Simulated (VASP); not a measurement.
Zr: relaxation of cell and atoms with PBEsol

The system is Zr.

```
CELL_PARAMETERS angstrom
3.23200 0.00000 0.00000
-1.61600 2.79899 0.00000
0.00000 0.00000 5.14700
ATOMIC_POSITIONS crystal
Zr 0.66667 0.33333 0.75000
Zr 0.33333 0.66667 0.25000
```

* Program: VASP 6.6.1
* Task: relaxation of cell and atoms
* Functional: PBEsol
* Potentials or basis: VASP PAW PBE potentials, release 64 (Zr_sv)
* Cutoff: 600 eV
* k mesh: 9 × 9 × 5
* Occupations: fermi-dirac, width 0.05 eV
* Spin: no spin polarisation
* Dipole correction: no
* Further INCAR settings: ALGO = Normal; EDIFF = 1e-06; IBRION = 2; EDIFFG = -0.01; NSW = 60; ISIF = 3

- Relaxed volume: 22.47 Å³/atom
- Relaxed cell: a = 3.182 Å, b = 3.182 Å, c = 5.126 Å, α = 90.00°, β = 90.00°, γ = 120.00°
- Space group after relaxing (to 0.1 Å): P6_3/mmc (No. 194)
- Energy gained by relaxing: 8.7 meV/atom
- Ionic steps: 6
- Pressure after relaxing: 0.1 GPa
- Band gap on the k mesh: zero (bands 12 and 13 overlap by 1.13 eV)

The path:
| step | energy change (eV) | largest force (eV/Å) | pressure (GPa) | volume (Å³) |
| --- | --- | --- | --- | --- |
| 1 | 0.0000 | 0.0000 | -3.22 | 46.56 |
| 2 | -0.0006 | 0.0000 | 3.58 | 43.48 |
| 3 | -0.0167 | 0.0000 | 0.04 | 44.98 |
| 4 | -0.0167 | 0.0000 | 0.10 | 44.95 |
| 5 | -0.0172 | 0.0000 | 0.07 | 44.95 |
| 6 | -0.0173 | 0.0000 | 0.05 | 44.95 |

Final structure:
```
Zr
1.0
     3.18208    0.00000    0.00000
    -1.59104    2.75576    0.00000
     0.00000    0.00000    5.12576
Zr
2
Direct
  0.66667 0.33333 0.75000
  0.33333 0.66667 0.25000
```

Levels at points of the mesh, in eV from the Fermi level:
```
           k point  band 10  band 11  band 12  band 13  band 14  band 15
(0.00, 0.00, 0.00)    -3.14     0.88     0.88     0.93     1.23     1.59
```

Wall time 3.4 min on 1 thread of Intel Xeon 8259CL, with other jobs on the host, peak memory 0.2 GiB.

Caveat: the PAW data sets were made with another functional, which shifts forces and pressure a little.
